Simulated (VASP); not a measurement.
# Ti6H in VASP: notebook, part 3 of 3

VASP 6.6.1. The steps go on from the part before.

### 7 Single point, PBE

File INCAR:

```
SYSTEM = Ti6H
PREC = Accurate
ENCUT = 520
EDIFF = 1E-6
ISMEAR = 0
SIGMA = 0.1
LREAL = .FALSE.
LASPH = .TRUE.
NELM = 100
ALGO = Normal
ISIF = 2
LWAVE = .FALSE.
LCHARG = .FALSE.
LDIPOL = .TRUE.
IDIPOL = 3
DIPOL = 0.5 0.5 0.327
GGA = PE
NBANDS = 46
```

File KPOINTS:

```
regular mesh
0
G
  6 6 1
  0 0 0
```

File POSCAR:

```
Ti6H
1.0
    4.6037402192      0.0000000000      0.0000000000
   -2.3018701096      3.9869559822      0.0000000000
    0.0000000000      0.0000000000     19.9968207719
Ti H
6 1
Direct
    0.6666666667      0.3333333333      0.2000317973
    0.3333333333      0.6666666667      0.2470259945
    0.0000000000      0.0000000000      0.2940201916
    0.6666666667      0.3333333333      0.3353091140
    0.3333333333      0.6666666667      0.3717707007
    0.0000000000      0.0000000000      0.4249085827
    0.4444444444      0.1111111111      0.4189173278
```

Potentials or basis: VASP PAW PBE potentials, release 64 (Ti_sv, H).

Started as:

```
$ cat potpaw_PBE.64/Ti_sv/POTCAR potpaw_PBE.64/H/POTCAR > POTCAR
$ mpirun -np 1 vasp_std > vasp.out
```

OUTCAR:

```text
SYSTEM = Ti6H
   PREC = Accurate
   ENCUT = 520
   EDIFF = 1E-6
   ISMEAR = 0
   LREAL = .FALSE.
   LASPH = .TRUE.
   NELM = 100
   ISIF = 2
   GGA = PE

 ion  position               nearest neighbor table
   1  0.667  0.333  0.200-   4 2.71   2 2.82   2 2.82   2 2.82
   2  0.333  0.667  0.247-   5 2.49   3 2.82   3 2.82   3 2.82   1 2.82   1 2.82   1 2.82
   3  0.000  0.000  0.294-   6 2.62   4 2.78   4 2.78   4 2.78   2 2.82   2 2.82   2 2.82
   4  0.667  0.333  0.335-   1 2.71   5 2.76   5 2.76   5 2.76   3 2.78   3 2.78   3 2.78
   5  0.333  0.667  0.372-   2 2.49   4 2.76   4 2.76   4 2.76   6 2.86   6 2.86   6 2.86
   6  0.000  0.000  0.425-   7 1.85   3 2.62   5 2.86   5 2.86   5 2.86
   7  0.444  0.111  0.419-   6 1.85

  LATTYP: Found a hexagonal cell.
 ALAT       =     4.6037402192
 C/A-ratio  =     4.3436032052

  Lattice vectors:

 A1 = (   4.6037402192,   0.0000000000,   0.0000000000)
 A2 = (  -2.3018701096,   3.9869559822,   0.0000000000)
 A3 = (   0.0000000000,   0.0000000000,  19.9968207719)

Analysis of symmetry for initial positions (statically):
=====================================================================
 Subroutine PRICEL returns:
 Original cell was already a primitive cell.

 Routine SETGRP: Setting up the symmetry group for a
 hexagonal supercell.

 Subroutine GETGRP returns: Found  1 space group operations
 (whereof  1 operations were pure point group operations)
 out of a pool of 24 trial point group operations.

The static configuration has the point symmetry C_1 .

Analysis of symmetry for dynamics (positions and initial velocities):
=====================================================================
 Subroutine PRICEL returns:
 Original cell was already a primitive cell.

 Routine SETGRP: Setting up the symmetry group for a
 hexagonal supercell.

 Subroutine GETGRP returns: Found  1 space group operations
 (whereof  1 operations were pure point group operations)
 out of a pool of 24 trial point group operations.

The dynamic configuration has the point symmetry C_1 .

 Subroutine INISYM returns: Found  1 space group operations
 (whereof  1 operations are pure point group operations),
 and found     1 'primitive' translations

----------------------------------------------------------------------------------------

                                     Primitive cell

  volume of cell :     367.0398

  direct lattice vectors                    reciprocal lattice vectors
     4.603740219  0.000000000  0.000000000     0.217214689  0.125408959  0.000000000
    -2.301870110  3.986955982  0.000000000     0.000000000  0.250817918  0.000000000
     0.000000000  0.000000000 19.996820772     0.000000000  0.000000000  0.050007949

  length of vectors
     4.603740219  4.603740219 19.996820772     0.250817918  0.250817918  0.050007949

  position of ions in fractional coordinates (direct lattice)
     0.666666667  0.333333333  0.200031797
     0.333333333  0.666666667  0.247025994
     0.000000000  0.000000000  0.294020192
     0.666666667  0.333333333  0.335309114
     0.333333333  0.666666667  0.371770701
     0.000000000  0.000000000  0.424908583
     0.444444444  0.111111111  0.418917328
[... 59 lines left out ...]
   k-points           NKPTS =     20   k-points in BZ     NKDIM =     20   number of bands    NBANDS=     46
   number of dos      NEDOS =    301   number of ions     NIONS =      7
   total plane-waves  NPLWV = 194400
   dimension x,y,z NGX =    36 NGY =   36 NGZ =  150
   dimension x,y,z NGXF=    72 NGYF=   72 NGZF=  300
   ions per type =               6   1
   NGX,Y,Z   is equivalent  to a cutoff of  13.00, 13.00, 12.47 a.u.
   NGXF,Y,Z  is equivalent  to a cutoff of  26.00, 26.00, 24.94 a.u.
 SYSTEM =  Ti6H
   PREC   = accura    normal or accurate (medium, high low for compatibility)
   ISTART =      0    job   : 0-new  1-cont  2-samecut
   ICHARG =      2    charge: 1-file 2-atom 10-const
   ISPIN  =      1    spin polarized calculation?
   LNONCOLLINEAR =      F non collinear calculations
   LSORBIT =      F    spin-orbit coupling
   LASPH  =      T    aspherical Exc in radial PAW
   ENCUT  =  520.0 eV  38.22 Ry    6.18 a.u.   8.56  8.56 37.18*2*pi/ulx,y,z
   NELM   =    100;   NELMIN=  2; NELMDL= -5     # of ELM steps
   EDIFF  = 0.1E-05   stopping-criterion for ELM
   LREAL  =      F    real-space projection
   EDIFFG = 0.1E-04   stopping-criterion for IOM
   NSW    =      0    number of steps for IOM
   IBRION =     -1    ionic relax: 0-MD 1-quasi-New 2-CG
   NFREE  =      0    steps in history (QN), initial steepest desc. (CG)
   ISIF   =      2    stress and relaxation
   ISYM   =      2    0-nonsym 1-usesym 2-fastsym
   POTIM  = 0.5000    time-step for ionic-motion
   TEBEG  =    0.0;   TEEND  =   0.0 temperature during run
   PSTRESS=    0.0 pullay stress
   NELECT =      73.0000    total number of electrons
   NUPDOWN=      -1.0000    fix difference up-down
   EMIN   =  10.00;   EMAX   =-10.00  energy-range for DOS
   EFERMI =   0.00;   METHOD = LEGACY
   ISMEAR =     0;   SIGMA  =   0.10  broadening in eV -4-tet -1-fermi 0-gaus
   EFERMI_NEDOS =   21; number of points for ismear=-14 and -15
   IALGO  =     38    algorithm
   IMIX   =      4    mixing-type and parameters
     AMIX     =   0.40;   BMIX     =  1.00
     AMIX_MAG =   1.60;   BMIX_MAG =  1.00
  volume/ion in A,a.u.               =      52.43       353.84
  Fermi-wavevector in a.u.,A,eV,Ry     =   0.955604  1.805830 12.424560  0.913179
  Thomas-Fermi vector in A             =   2.084457
   LORBIT       =      0    0 simple, 1 ext, 2 COOP (PROOUT), +10 PAW based schemes
   GGA     = PE    functional components
   LHFCALC =     F    Hartree Fock is set to
   AEXX    =    0.0000 exact exchange contribution
   IVDW    =     0    specifies the selected vdW correction
   LEPSILON=     F    determine dielectric tensor
   LRPA    =     F    only Hartree local field effects (RPA)
 non-spin polarized calculation
 Gauss-broadening in eV      SIGMA  =   0.10
  energy-cutoff  :      520.00
  volume of cell :      367.04
 maximum number of plane-waves:      9981
 NGX is ok and might be reduce to    36
   NGX = 17   NGY = 17   NGZ = 75

 dipolmoment           0.000000      0.000000      0.181305 electrons x Angstroem

 number of electron      72.9999981 magnetization

 dipolmoment           0.000000      0.000000     -0.027503 electrons x Angstroem

 Free energy of the ion-electron system (eV)
  ---------------------------------------------------
  ext. energy  EPLUGINS =         0.00000000
  ---------------------------------------------------
  free energy    TOTEN  =       -45.80906297 eV

  energy without entropy =      -45.74527853  energy(sigma->0) =      -45.77717075

 E-fermi :   0.0781     XC(G=0):  -4.3838

 val. band max:        0.0738421676   @ k =   0.0000   0.0000   0.0000
 cond. band min:       0.0950425619   @ k =   0.5000   0.0000   0.0000
 fundamental gap:      0.0212003942
 Fermi energy:         0.0781238870

 k-point     1 :       0.0000    0.0000    0.0000
  band No.  band energies     occupation
      1     -56.9937      2.00000
      2     -56.8854      2.00000
      3     -56.3845      2.00000
      4     -56.2698      2.00000
      5     -56.2153      2.00000
      6     -56.1225      2.00000
[... 969 lines left out ...]
     45       1.3835      0.00000
     46       1.4690      0.00000

------------------------ aborting loop because EDIFF is reached ----------------------------------------

 vacuum level on the upper side and lower side of the slab       (xc-potential included)        -0.276        -0.019

  FORCE on cell =-STRESS in cart. coord.  units (eV):
  Direction    XX          YY          ZZ          XY          YZ          ZX
  --------------------------------------------------------------------------------------
  -------------------------------------------------------------------------------------
  Total       -2.8107406     -3.5059542     -0.4954378      0.2166111      0.1270136      0.8910884
  in kB      -12.2692539    -15.3039527     -2.1626515      0.9455360      0.5544309      3.8897186
  external PRESSURE =      -9.9119527 kB  Pullay stress =       0.0000000 kB

 VOLUME and BASIS-vectors are now :
 -----------------------------------------------------------------------------
  energy-cutoff  :      520.00
  volume of cell :      367.04
      direct lattice vectors                 reciprocal lattice vectors
     4.603740219  0.000000000  0.000000000     0.217214689  0.125408959  0.000000000
    -2.301870110  3.986955982  0.000000000     0.000000000  0.250817918  0.000000000
     0.000000000  0.000000000 19.996820772     0.000000000  0.000000000  0.050007949

 POSITION                                       TOTAL-FORCE (eV/Angst)
 -----------------------------------------------------------------------------------
      2.30187      1.32899      4.00000        -0.011968     -0.057520      0.073282
     -0.00000      2.65797      4.93973        -0.024586      0.007444      0.451903
      0.00000      0.00000      5.87947        -0.122179     -0.007089     -0.764451
      2.30187      1.32899      6.70512        -0.065110     -0.116212      0.232885
     -0.00000      2.65797      7.43423        -0.364338      0.358127      0.087344
      0.00000      0.00000      8.49682        -0.025708      0.220910     -0.092296
      1.79034      0.44300      8.37701         0.613889     -0.405661      0.011334
 -----------------------------------------------------------------------------------
    total drift:                                0.000001      0.000057     -0.000288

  FREE ENERGIE OF THE ION-ELECTRON SYSTEM (eV)
  ---------------------------------------------------
  free  energy   TOTEN  =       -45.8090629652 eV

  energy  without entropy=      -45.7452785324  energy(sigma->0) =      -45.77717075

 vacuum level on the upper side and lower side of the slab         3.137         3.384
```

Run time: 8.3 min. Hardware: 1 thread of Intel Xeon 6975P-C (Granite Rapids), shared host; peak memory 0.58 GiB.

What came out:

* Free energy: -45.8091 eV
* Largest force: 0.774 eV/Å
* Band gap on the k mesh: zero (an odd number of electrons rules out a gap without spin polarisation)

Forces in eV/Å, atoms in the order of the input:
```
Ti  -0.012 -0.058  0.073
Ti  -0.025  0.007  0.452
Ti  -0.122 -0.007 -0.764
Ti  -0.065 -0.116  0.233
Ti  -0.364  0.358  0.087
Ti  -0.026  0.221 -0.092
H    0.614 -0.406  0.011
```

### 8 Overview

```tsv
cell	gap on the mesh (eV)	largest force (eV/Å)
as given, atomic positions A	none	0.74
as given, atomic positions B	none	0.65
as given, atomic positions C	none	1.50
as given, atomic positions D	none	0.77
as given, atomic positions E	none	0.59
as given, atomic positions F	none	0.77
```

Alike in all rows: task single point; level PBE; potentials or basis VASP PAW PBE potentials, release 64 (Ti_sv, H); no spin polarisation; k mesh 6 × 6 × 1; cutoff (eV) 520; smearing gaussian 0.1 eV.

Total energies depend on the potentials used, so only differences within one code and one set of settings carry meaning.

The gap in the log of VASP goes by the Fermi energy; the results here count the filled bands.